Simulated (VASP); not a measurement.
A run of VASP 6.6.1 is set up as follows.

The input INCAR:

```
SYSTEM = SmNbS3
PREC = Accurate
ENCUT = 500
EDIFF = 1E-6
ISMEAR = 0
SIGMA = 0.1
LREAL = .False.
LASPH = .True.
NELM = 200
ALGO = Normal
ISIF = 2
LWAVE = .False.
LCHARG = .False.
ISPIN = 2
MAGMOM = 0.01 3.07 -0.33 -0.33 -0.33
LORBIT = 11
LMAXMIX = 6
GGA = PE
NBANDS = 33
GGA_COMPAT = .False.
```

The input KPOINTS:

```
Automatic mesh
0
Gamma
  4 4 4
  0 0 0
```

Contents of POSCAR:

```
SmNbS3
1.0
    5.2297355619      0.0000000000      0.0000000000
    0.0000000000      5.2297355619      0.0000000000
    0.0000000000      0.0000000000      5.2297355619
Sm Nb S
1 1 3
Direct
    0.5000000000      0.5000000000      0.5000000000
    0.0000000000      0.0000000000      0.0000000000
    0.0000000000      0.5000000000      0.5000000000
    0.5000000000      0.0000000000      0.5000000000
    0.5000000000      0.5000000000      0.0000000000
```

Potentials or basis: VASP PAW PBE potentials, release 64 (Sm_3, Nb_sv, S), 4f in core.

The run is started by

```bash
$ cat potpaw_PBE.64/Sm_3/POTCAR potpaw_PBE.64/Nb_sv/POTCAR potpaw_PBE.64/S/POTCAR > POTCAR
$ mpirun -np 1 vasp_std > vasp.out
```

(1) Estimate the pressure.

(2) Estimate the site moments.

Answers

(1) 0.5 GPa.

(2) Sm +0.02; Nb +2.32; S -0.25 μB.

Caveat: the magnetic or orbital state may not be the lowest.
